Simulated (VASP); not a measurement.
# TiAl (P-6m2) in VASP: settings compared, part 2 of 2

VASP 6.6.1. The steps go on from the part before.

## (5) Single point, PBE

This run uses another cell than the first one, of 15.99 Å³/atom, 0.960 times its volume.

Contents of INCAR:

```
SYSTEM = TiAl
  ALGO = Fast
  EDIFF = 1E-7
  ENCUT = 520
  GGA = PE
  ISIF = 2
  ISMEAR = -1
  LASPH = .True.
  LCHARG = .False.
  LREAL = .False.
  LWAVE = .False.
  NBANDS = 14
  NELM = 100
  PREC = Accurate
  SIGMA = 0.05
```

Contents of KPOINTS:

```
k-points
0
Gamma
  11 11 6
  0 0 0
```

Contents of POSCAR:

```
TiAl
1.0
    2.8285106954      0.0000000000      0.0000000000
   -1.4142553477      2.4495621171      0.0000000000
    0.0000000000      0.0000000000      4.6148579117
Ti Al
1 1
Direct
    0.0000000000      0.0000000000      0.0000000000
    0.3333333333      0.6666666667      0.5000000000
```

Potentials or basis: VASP PAW PBE potentials, release 64 (Ti_sv, Al).

Launch:

```sh
> cat potpaw_PBE.64/Ti_sv/POTCAR potpaw_PBE.64/Al/POTCAR > POTCAR
> mpirun -np 1 vasp_std > vasp.out
```

OUTCAR:

```text
SYSTEM = TiAl
   EDIFF = 1E-7
   ENCUT = 520
   GGA = PE
   ISIF = 2
   ISMEAR = -1
   LASPH = .True.
   LREAL = .False.
   NELM = 100
   PREC = Accurate

 ion  position               nearest neighbor table
   1  0.000  0.000  0.000-   2 2.83   2 2.83   2 2.83   2 2.83   2 2.83   2 2.83
   2  0.333  0.667  0.500-   1 2.83   1 2.83   1 2.83   1 2.83   1 2.83   1 2.83

  LATTYP: Found a hexagonal cell.
 ALAT       =     2.8285106954
 C/A-ratio  =     1.6315504549

  Lattice vectors:

 A1 = (   2.8285106954,   0.0000000000,   0.0000000000)
 A2 = (  -1.4142553477,   2.4495621171,   0.0000000000)
 A3 = (   0.0000000000,   0.0000000000,   4.6148579117)

Analysis of symmetry for initial positions (statically):
=====================================================================
 Subroutine PRICEL returns:
 Original cell was already a primitive cell.

 Routine SETGRP: Setting up the symmetry group for a
 hexagonal supercell.

 Subroutine GETGRP returns: Found 12 space group operations
 (whereof 12 operations were pure point group operations)
 out of a pool of 24 trial point group operations.

The static configuration has the point symmetry D_3h.

Analysis of symmetry for dynamics (positions and initial velocities):
=====================================================================
 Subroutine PRICEL returns:
 Original cell was already a primitive cell.

 Routine SETGRP: Setting up the symmetry group for a
 hexagonal supercell.

 Subroutine GETGRP returns: Found 12 space group operations
 (whereof 12 operations were pure point group operations)
 out of a pool of 24 trial point group operations.

The dynamic configuration has the point symmetry D_3h.

 Subroutine INISYM returns: Found 12 space group operations
 (whereof 12 operations are pure point group operations),
 and found     1 'primitive' translations

----------------------------------------------------------------------------------------

[... 122 lines left out ...]
   LRPA    =     F    only Hartree local field effects (RPA)
 non-spin polarized calculation
 RMM-DIIS sequential band-by-band and
  energy-cutoff  :      520.00
  volume of cell :       31.97
 maximum number of plane-waves:       874
 NGX is ok and might be reduce to    24
   NGX = 11   NGY = 11   NGZ = 17

 number of electron      15.0000005 magnetization

 Free energy of the ion-electron system (eV)
  ---------------------------------------------------
  ext. energy  EPLUGINS =         0.00000000
  ---------------------------------------------------
  free energy    TOTEN  =       -12.06864342 eV

  energy without entropy =      -12.04612227  energy(sigma->0) =      -12.05738284

 E-fermi :   8.2671     XC(G=0): -11.1051

 val. band max:        8.2453577626   @ k =   0.4545   0.0000   0.3333
 cond. band min:       8.2766322977   @ k =   0.3636   0.2727   0.3333
 fundamental gap:      0.0312745351
 Fermi energy:         8.2671339067

 k-point     1 :       0.0000    0.0000    0.0000
  band No.  band energies     occupation
      1     -48.1555      2.00000
      2     -24.4798      2.00000
      3     -24.0212      2.00000
      4     -24.0212      2.00000
      5      -0.8378      2.00000
      6       5.9383      2.00000
      7       6.4315      2.00000
      8       9.6071      0.00000
      9       9.6071      0.00000
     10      11.1880      0.00000
     11      11.1880      0.00000
     12      12.3860      0.00000
     13      21.5009      0.00000
     14      21.5009      0.00000
[... 377 lines left out ...]
      1     -48.1032      2.00000
      2     -24.4298      2.00000
      3     -24.3237      2.00000
      4     -24.1040      2.00000
      5       0.7551      2.00000
      6       5.8602      2.00000
      7       7.7114      1.99997
      8       8.5790      0.00390
      9      10.6332      0.00000
     10      10.7696      0.00000
     11      10.8868      0.00000
     12      13.6849      0.00000
     13      15.1334      0.00000
     14      16.6820      0.00000

 [... further k-points ...]

------------------------ aborting loop because EDIFF is reached ----------------------------------------

  FORCE on cell =-STRESS in cart. coord.  units (eV):
  Direction    XX          YY          ZZ          XY          YZ          ZX
  --------------------------------------------------------------------------------------
  -------------------------------------------------------------------------------------
  Total        1.0368120      1.0368120      0.8253589      0.0000000      0.0000000      0.0000000
  in kB       51.9524463     51.9524463     41.3569802      0.0000000      0.0000000      0.0000000
  external PRESSURE =      48.4206242 kB  Pullay stress =       0.0000000 kB

 VOLUME and BASIS-vectors are now :
 -----------------------------------------------------------------------------
  energy-cutoff  :      520.00
  volume of cell :       31.97
      direct lattice vectors                 reciprocal lattice vectors
     2.828510695  0.000000000  0.000000000     0.353542945  0.204118114  0.000000000
    -1.414255348  2.449562117  0.000000000     0.000000000  0.408236228  0.000000000
     0.000000000  0.000000000  4.614857912     0.000000000  0.000000000  0.216691395

 POSITION                                       TOTAL-FORCE (eV/Angst)
 -----------------------------------------------------------------------------------
      0.00000      0.00000      0.00000        -0.000000      0.000000      0.000000
     -0.00000      1.63304      2.30743         0.000000      0.000000      0.000000
 -----------------------------------------------------------------------------------
    total drift:                                0.000000     -0.000000      0.000000

  FREE ENERGIE OF THE ION-ELECTRON SYSTEM (eV)
  ---------------------------------------------------
  free  energy   TOTEN  =       -12.0686434182 eV

  energy  without entropy=      -12.0461222715  energy(sigma->0) =      -12.05738284
```

Run time: 57 s. Hardware: 1 thread of Intel Xeon Platinum 8375C at 2.90GHz (Ice Lake), shared host; peak memory 0.17 GiB.

Results:

- Free energy: -12.0686 eV
- Pressure: 4.8 GPa

Levels at points of the mesh, in eV from the Fermi level:
| k point | band 3 | band 4 | band 5 | band 6 | band 7 | band 8 | band 9 | band 10 | band 11 | band 12 |
| --- | --- | --- | --- | --- | --- | --- | --- | --- | --- | --- |
| (0.00, 0.00, 0.00) | -32.29 | -32.29 | -9.10 | -2.33 | -1.84 | 1.34 | 1.34 | 2.92 | 2.92 | 4.12 |
| (0.00, 0.00, 0.50) | -32.29 | -32.29 | -8.17 | -5.35 | -0.45 | 1.35 | 1.35 | 2.84 | 2.84 | 6.95 |

## (6) Summary

```tsv
task	level	cell	cutoff (eV)	gap on the mesh (eV)	pressure (GPa)
single point	r2SCAN	a = 2.867, b = 2.867, c = 4.678 Å, angles 90.0, 90.0, 120.0°, 2 atoms	520	none	-1.0
relaxation of cell and atoms	r2SCAN	relaxed from a = 2.867, b = 2.867, c = 4.678 Å, angles 90.0, 90.0, 120.0°, 2 atoms	600	none	0.0
single point	PBE	a = 2.809, b = 2.809, c = 4.583 Å, angles 90.0, 90.0, 120.0°, 2 atoms	520	none	7.6
single point	PBE	a = 2.829, b = 2.829, c = 4.615 Å, angles 90.0, 90.0, 120.0°, 2 atoms	520	none	4.8
```

Alike in all rows: potentials or basis VASP PAW PBE potentials, release 64 (Ti_sv, Al); no spin polarisation; k mesh 11 × 11 × 6; smearing fermi-dirac 0.05 eV.

Caveats: the PAW data sets were made with another functional, which shifts forces and pressure a little (some runs).

Absolute energies hang on the potentials; compare differences alone.
